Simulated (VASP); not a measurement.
Se, 3 atoms in the cell. The structure is hexagonal, space group P6/mmm (No. 191). Conventional cell: a = 4.232 Å, b = 4.232 Å, c = 2.624 Å, α = 90.00°, β = 90.00°, γ = 120.00°. Within 3.5 Å of Se (site symmetry 6/mmm) lie 14 Se at 2.62 to 2.77 Å. Se (site symmetry -6m2) has 11 Se at 2.44 to 2.77 Å within 3.2 Å. This isn't the form of Se at room conditions, which is trigonal, of chains.

* Program: VASP 6.6.1
* Task: relaxation of cell and atoms
* Functional: PBEsol
* Potentials or basis: VASP PAW PBE potentials, release 64 (Se)
* Cutoff: 600 eV
* k mesh: 8 × 8 × 12
* Occupations: fermi-dirac, width 0.05 eV
* Spin: no spin polarisation
* Target pressure: 65 GPa
* Dipole correction: no
* Further INCAR settings: ALGO = Normal; EDIFF = 1e-07; IBRION = 2; EDIFFG = -0.005; NSW = 60; ISIF = 3

Potentials or basis: VASP PAW PBE potentials, release 64 (Se).

The run is started by

```console
$ cat potpaw_PBE.64/Se/POTCAR > POTCAR
$ mpirun -np 1 vasp_std > vasp.out
```

Hardware: 1 thread of AMD EPYC 9R45 96-Core Processor (Zen 5) (shared host).

Task: Estimate the wall time of this run.

Result: It took 3.3 min on 1 thread of AMD EPYC 9R45 96-Core Processor (Zen 5) (shared host), peak memory 0.18 GiB. Counts: scf iterations 104, k points 70, ion steps 16.
